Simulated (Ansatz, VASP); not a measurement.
One calculation of CuO, two programs

```xyz
8
Lattice="4.6791 -3.4805 0.0000 2.3396 1.7403 0.0000 -0.7652 0.0000 5.0608" Properties=species:S:1:pos:R:3 pbc="T T T"
Cu    1.1698    0.8701    0.0000
Cu    3.5093   -0.8701    0.0000
Cu    0.7872   -0.8701    2.5304
Cu    3.1267   -2.6104    2.5304
O     2.1482   -0.1660    1.2652
O     4.4878   -1.9063    1.2652
O     1.7656    0.1660    3.7956
O     4.1052   -1.5742    3.7956
```

Alike in both runs: task single point; functional PBE; k mesh 4 × 7 × 4; occupations fermi-dirac, width 0.05 eV; collinear spin.

|  | VASP | Ansatz |
| --- | --- | --- |
| version | VASP 6.6.1 | Ansatz 0.2.0 |
| potentials or method | VASP PAW PBE potentials, release 64 (Cu, O), cutoff 520 eV | PAW, plane waves, scalar-relativistic |
| valence electrons in the cell | 68 | 100 |

```csv
,VASP,Ansatz,Ansatz less VASP
pressure (GPa),7.5,6.8,-0.71
"traceless stress, the component that is largest in VASP (GPa)",2.55,2.36,-0.195
rms of the force components (eV/Å),0.091,0.071,-0.0197
net moment per atom (μB),0.00,0.00,0.000
```

Atom by atom the forces differ by 0.020 eV/Å (rms over components). With one functional, cell and mesh, what is left measures potentials, basis and numerics. VASP's potentials hold 68 valence electrons a cell and Ansatz's 100, so a difference there can come from the potentials and not from the codes. Ansatz's warnings: seeded moment not kept.
